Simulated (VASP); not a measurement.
# Zr2S5 in VASP: further runs

The runs below take Zr2S5 through single point, with PBE.

All numbers are computed with VASP 6.6.1; they aren't measurements. Logs are shortened: lines on timing, memory, paths and dates and some standing lists are left out, and cuts for length are marked.

**1. The cell of the first run**

Symmetry: Pmm2, No. 25, orthorhombic system. Conventional cell: a = 3.429 Å, b = 8.358 Å, c = 7.267 Å, α = 90.00°, β = 90.00°, γ = 90.00°. Zr (site symmetry m) has 6 S at 2.44 to 2.68 Å within 3.2 Å. Within 3.2 Å of S (site symmetry m) lie 2 Zr at 2.44 Å. Within 2.8 Å of S (site symmetry m) lie 1 S at 2.10 Å and 2 Zr at 2.66 Å. Within 3.5 Å of S (site symmetry mm2) lie 4 Zr at 2.68 Å and 6 S at 3.21 to 3.43 Å.

The cell was generated, and may not be a known phase.

**2. Single point, PBE**

The input, INCAR:

```
SYSTEM = Zr2S5
  PREC = Accurate
  ENCUT = 520
  EDIFF = 1E-7
  ISMEAR = 0
  SIGMA = 0.1
  LREAL = .False.
  LASPH = .True.
  NELM = 100
  ALGO = Normal
  ISIF = 2
  LWAVE = .False.
  LCHARG = .True.
  GGA = PE
  LELF = .True.
  LVHAR = .True.
  NBANDS = 36
```

The input, KPOINTS:

```
Automatic mesh
0
Gamma
  6 2 4
  0 0 0
```

The input, POSCAR:

```
Zr2S5
1.0
    3.4285812333      0.0000000000      0.0000000000
    0.0000000000      8.3584606028      0.0000000000
    0.0000000000      0.0000000000      7.2665931950
Zr S
2 5
Direct
    0.5000000000      0.7232865014      0.6831870273
    0.5000000000      0.2767134986      0.6831870273
    0.0000000000      0.2329516602      0.4497312049
    0.0000000000      0.7670483398      0.4497312049
    0.0000000000      0.8742009592      0.9019981339
    0.0000000000      0.1257990408      0.9019981339
    0.0000000000      0.5000000000      0.8046800590
```

Potentials or basis: VASP PAW PBE potentials, release 64 (Zr_sv, S).

Launch:

```
cat potpaw_PBE.64/Zr_sv/POTCAR potpaw_PBE.64/S/POTCAR > POTCAR
mpirun -np 1 vasp_std > vasp.out
```

OUTCAR:

```text
SYSTEM = Zr2S5
   PREC = Accurate
   ENCUT = 520
   EDIFF = 1E-7
   ISMEAR = 0
   LREAL = .False.
   LASPH = .True.
   NELM = 100
   ISIF = 2
   GGA = PE

 ion  position               nearest neighbor table
   1  0.500  0.723  0.683-   4 2.44   4 2.44   5 2.66   5 2.66   7 2.68   7 2.68   2 3.73
   2  0.500  0.277  0.683-   3 2.44   3 2.44   6 2.66   6 2.66   7 2.68   7 2.68   1 3.73
   3  0.000  0.233  0.450-   2 2.44   2 2.44
   4  0.000  0.767  0.450-   1 2.44   1 2.44
   5  0.000  0.874  0.902-   6 2.10   1 2.66   1 2.66
   6  0.000  0.126  0.902-   5 2.10   2 2.66   2 2.66
   7  0.000  0.500  0.805-   1 2.68   2 2.68   1 2.68   2 2.68

  LATTYP: Found a simple orthorhombic cell.
 ALAT       =     3.4285812333
 B/A-ratio  =     2.1194169543
 C/A-ratio  =     2.4378773709

  Lattice vectors:

 A1 = (  -3.4285812333,   0.0000000000,   0.0000000000)
 A2 = (   0.0000000000,   0.0000000000,   7.2665931950)
 A3 = (   0.0000000000,   8.3584606028,   0.0000000000)

Analysis of symmetry for initial positions (statically):
=====================================================================
 Subroutine PRICEL returns:
 Original cell was already a primitive cell.

 Routine SETGRP: Setting up the symmetry group for a
 simple orthorhombic supercell.

 Subroutine GETGRP returns: Found  4 space group operations
 (whereof  4 operations were pure point group operations)
 out of a pool of  8 trial point group operations.

The static configuration has the point symmetry C_2v.

Analysis of symmetry for dynamics (positions and initial velocities):
=====================================================================
 Subroutine PRICEL returns:
 Original cell was already a primitive cell.

 Routine SETGRP: Setting up the symmetry group for a
 simple orthorhombic supercell.

 Subroutine GETGRP returns: Found  4 space group operations
 (whereof  4 operations were pure point group operations)
 out of a pool of  8 trial point group operations.

The dynamic configuration has the point symmetry C_2v.

 Subroutine INISYM returns: Found  4 space group operations
 (whereof  4 operations are pure point group operations),
 and found     1 'primitive' translations

----------------------------------------------------------------------------------------

                                     Primitive cell

  volume of cell :     208.2436

  direct lattice vectors                    reciprocal lattice vectors
     3.428581233  0.000000000  0.000000000     0.291665833  0.000000000  0.000000000
     0.000000000  8.358460603  0.000000000     0.000000000  0.119639255  0.000000000
     0.000000000  0.000000000  7.266593195     0.000000000  0.000000000  0.137616070

  length of vectors
     3.428581233  8.358460603  7.266593195     0.291665833  0.119639255  0.137616070

  position of ions in fractional coordinates (direct lattice)
     0.500000000  0.723286501  0.683187027
     0.500000000  0.276713499  0.683187027
     0.000000000  0.232951660  0.449731205
     0.000000000  0.767048340  0.449731205
     0.000000000  0.874200959  0.901998134
     0.000000000  0.125799041  0.901998134
     0.000000000  0.500000000  0.804680059

  ion indices of the primitive-cell ions
   primitive index   ion index
                 1           1
                 2           2
                 3           3
                 4           4
                 5           5
                 6           6
                 7           7

----------------------------------------------------------------------------------------

 KPOINTS: Automatic mesh

Automatic generation of k-mesh.
 Grid dimensions read from file:
 generate k-points for:    6    2    4

 Generating k-lattice:

  Cartesian coordinates                     Fractional coordinates (reciprocal lattice)
     0.048610972  0.000000000  0.000000000     0.166666667  0.000000000  0.000000000
     0.000000000  0.059819628  0.000000000     0.000000000  0.500000000  0.000000000
     0.000000000  0.000000000  0.034404018     0.000000000  0.000000000  0.250000000

  Length of vectors
     0.048610972  0.059819628  0.034404018

  Shift w.r.t. Gamma in fractional coordinates (k-lattice)
     0.000000000  0.000000000  0.000000000

 Subroutine IBZKPT returns following result:
 ===========================================

 Found     24 irreducible k-points:

 Following reciprocal coordinates:
            Coordinates               Weight
  0.000000  0.000000  0.000000      1.000000
  0.166667  0.000000  0.000000      2.000000
  0.333333  0.000000  0.000000      2.000000
  0.500000  0.000000  0.000000      1.000000
  0.000000  0.500000  0.000000      1.000000
  0.166667  0.500000  0.000000      2.000000
[... 16 lines left out ...]
  0.333333  0.500000  0.500000      2.000000
  0.500000  0.500000  0.500000      1.000000
   k-points           NKPTS =     24   k-points in BZ     NKDIM =     24   number of bands    NBANDS=     36
   number of dos      NEDOS =    301   number of ions     NIONS =      7
   total plane-waves  NPLWV =  96768
   dimension x,y,z NGX =    28 NGY =   64 NGZ =   54
   dimension x,y,z NGXF=    56 NGYF=  128 NGZF=  108
   ions per type =               2   5
   NGX,Y,Z   is equivalent  to a cutoff of  13.58, 12.73, 12.35 a.u.
   NGXF,Y,Z  is equivalent  to a cutoff of  27.15, 25.46, 24.71 a.u.
 SYSTEM =  Zr2S5
   PREC   = accura    normal or accurate (medium, high low for compatibility)
   ISTART =      0    job   : 0-new  1-cont  2-samecut
   ICHARG =      2    charge: 1-file 2-atom 10-const
   ISPIN  =      1    spin polarized calculation?
   LNONCOLLINEAR =      F non collinear calculations
   LSORBIT =      F    spin-orbit coupling
   LASPH  =      T    aspherical Exc in radial PAW
   ENCUT  =  520.0 eV  38.22 Ry    6.18 a.u.   6.37 15.54 13.51*2*pi/ulx,y,z
   NELM   =    100;   NELMIN=  2; NELMDL= -5     # of ELM steps
   EDIFF  = 0.1E-06   stopping-criterion for ELM
   LREAL  =      F    real-space projection
   EDIFFG = 0.1E-05   stopping-criterion for IOM
   NSW    =      0    number of steps for IOM
   IBRION =     -1    ionic relax: 0-MD 1-quasi-New 2-CG
   NFREE  =      0    steps in history (QN), initial steepest desc. (CG)
   ISIF   =      2    stress and relaxation
   ISYM   =      2    0-nonsym 1-usesym 2-fastsym
   POTIM  = 0.5000    time-step for ionic-motion
   TEBEG  =    0.0;   TEEND  =   0.0 temperature during run
   PSTRESS=    0.0 pullay stress
   NELECT =      54.0000    total number of electrons
   NUPDOWN=      -1.0000    fix difference up-down
   EMIN   =  10.00;   EMAX   =-10.00  energy-range for DOS
   EFERMI =   0.00;   METHOD = LEGACY
   ISMEAR =     0;   SIGMA  =   0.10  broadening in eV -4-tet -1-fermi 0-gaus
   EFERMI_NEDOS =   21; number of points for ismear=-14 and -15
   IALGO  =     38    algorithm
   IMIX   =      4    mixing-type and parameters
     AMIX     =   0.40;   BMIX     =  1.00
     AMIX_MAG =   1.60;   BMIX_MAG =  1.00
  volume/ion in A,a.u.               =      29.75       200.76
  Fermi-wavevector in a.u.,A,eV,Ry     =   1.043956  1.972791 14.828231  1.089844
  Thomas-Fermi vector in A             =   2.178688
   LORBIT       =      0    0 simple, 1 ext, 2 COOP (PROOUT), +10 PAW based schemes
   GGA     = PE    functional components
   LHFCALC =     F    Hartree Fock is set to
   AEXX    =    0.0000 exact exchange contribution
   IVDW    =     0    specifies the selected vdW correction
   LEPSILON=     F    determine dielectric tensor
   LRPA    =     F    only Hartree local field effects (RPA)
 non-spin polarized calculation
 Gauss-broadening in eV      SIGMA  =   0.10
  energy-cutoff  :      520.00
  volume of cell :      208.24
 maximum number of plane-waves:      5648
 NGX is ok and might be reduce to    28
   NGX = 13   NGY = 31   NGZ = 27

 number of electron      54.0000008 magnetization

 Free energy of the ion-electron system (eV)
  ---------------------------------------------------
  ext. energy  EPLUGINS =         0.00000000
  ---------------------------------------------------
  free energy    TOTEN  =       -45.14255084 eV

  energy without entropy =      -45.14246728  energy(sigma->0) =      -45.14250906

 E-fermi :   2.5624     XC(G=0):  -7.8922

 val. band max:        2.3673867228   @ k =   0.5000   0.0000   0.0000
 cond. band min:       2.7475929702   @ k =   0.0000   0.0000   0.5000
 fundamental gap:      0.3802062474
 Fermi energy:         2.5623719555

 k-point     1 :       0.0000    0.0000    0.0000
  band No.  band energies     occupation
      1     -46.8910      2.00000
      2     -46.8872      2.00000
      3     -25.0619      2.00000
      4     -24.9811      2.00000
      5     -24.9539      2.00000
      6     -24.9440      2.00000
[... 28 lines left out ...]
     35       5.8843      0.00000
     36       6.7679      0.00000

 k-point     2 :       0.1667    0.0000    0.0000
  band No.  band energies     occupation
      1     -46.8853      2.00000
      2     -46.8815      2.00000
      3     -25.0486      2.00000
      4     -24.9710      2.00000
      5     -24.9389      2.00000
      6     -24.9300      2.00000
[... 28 lines left out ...]
     35       5.8866      0.00000
     36       6.6653      0.00000

 k-point     3 :       0.3333    0.0000    0.0000
  band No.  band energies     occupation
      1     -46.8738      2.00000
      2     -46.8702      2.00000
      3     -25.0220      2.00000
      4     -25.0064      2.00000
      5     -24.9911      2.00000
      6     -24.9499      2.00000
[... 28 lines left out ...]
     35       5.9645      0.00000
     36       6.8126      0.00000
[... 742 lines left out ...]
 k-point    23 :       0.3333    0.5000    0.5000
  band No.  band energies     occupation
      1     -46.8737      2.00000
      2     -46.8702      2.00000
      3     -25.0182      2.00000
      4     -25.0054      2.00000
      5     -24.9923      2.00000
      6     -24.9535      2.00000
[... 28 lines left out ...]
     35       5.8539      0.00000
     36       6.6409      0.00000

 k-point    24 :       0.5000    0.5000    0.5000
  band No.  band energies     occupation
      1     -46.8680      2.00000
      2     -46.8646      2.00000
      3     -25.0905      2.00000
      4     -25.0743      2.00000
      5     -25.0051      2.00000
      6     -24.9442      2.00000
[... 28 lines left out ...]
     35       6.1584      0.00000
     36       6.8123      0.00000

------------------------ aborting loop because EDIFF is reached ----------------------------------------

  FORCE on cell =-STRESS in cart. coord.  units (eV):
  Direction    XX          YY          ZZ          XY          YZ          ZX
  --------------------------------------------------------------------------------------
  -------------------------------------------------------------------------------------
  Total       -0.4389738     -0.1156819      0.0143355      0.0000000      0.0000000      0.0000000
  in kB       -3.3773618     -0.8900292      0.1102939      0.0000000      0.0000000      0.0000000
  external PRESSURE =      -1.3856990 kB  Pullay stress =       0.0000000 kB

 VOLUME and BASIS-vectors are now :
 -----------------------------------------------------------------------------
  energy-cutoff  :      520.00
  volume of cell :      208.24
      direct lattice vectors                 reciprocal lattice vectors
     3.428581233  0.000000000  0.000000000     0.291665833  0.000000000  0.000000000
     0.000000000  8.358460603  0.000000000     0.000000000  0.119639255  0.000000000
     0.000000000  0.000000000  7.266593195     0.000000000  0.000000000  0.137616070

 POSITION                                       TOTAL-FORCE (eV/Angst)
 -----------------------------------------------------------------------------------
      1.71429      6.04556      4.96444        -0.000000      0.036871      0.024675
      1.71429      2.31290      4.96444        -0.000000     -0.036871      0.024675
      0.00000      1.94712      3.26801        -0.000000      0.002277     -0.020685
      0.00000      6.41134      3.26801         0.000000     -0.002277     -0.020685
      0.00000      7.30697      6.55445        -0.000000      0.076741      0.009544
      0.00000      1.05149      6.55445        -0.000000     -0.076741      0.009544
      0.00000      4.17923      5.84728        -0.000000      0.000000     -0.027068
 -----------------------------------------------------------------------------------
    total drift:                                0.000000      0.000000     -0.000133

  FREE ENERGIE OF THE ION-ELECTRON SYSTEM (eV)
  ---------------------------------------------------
  free  energy   TOTEN  =       -45.1425508375 eV

  energy  without entropy=      -45.1424672764  energy(sigma->0) =      -45.14250906
```

Run time: 5.2 min. Hardware: 1 thread of AMD EPYC 7R43 (Zen 3), shared host; peak memory 0.33 GiB.

What came out:

| Property | Result |
| --- | --- |
| Free energy | -45.1426 eV |
| Pressure | -0.1 GPa |
| Largest force | 0.077 eV/Å |
| Band gap on the k mesh | 0.38 eV (least direct gap 0.76 eV) |

Forces in eV/Å, atoms in the order of the input:
```
Zr   0.000  0.037  0.025
Zr   0.000 -0.037  0.025
S    0.000  0.002 -0.021
S    0.000 -0.002 -0.021
S    0.000  0.077  0.010
S    0.000 -0.077  0.010
S    0.000  0.000 -0.027
```

Stress tensor (GPa, compression positive):
```
-0.34  0.00  0.00
 0.00 -0.09  0.00
 0.00  0.00  0.01
```

Caveat: this functional lacks dispersion, which binds layers or chains, so the pressure and a relaxed spacing across them are unreliable. A k mesh can miss the band edges.

[end of part 1 of 2]
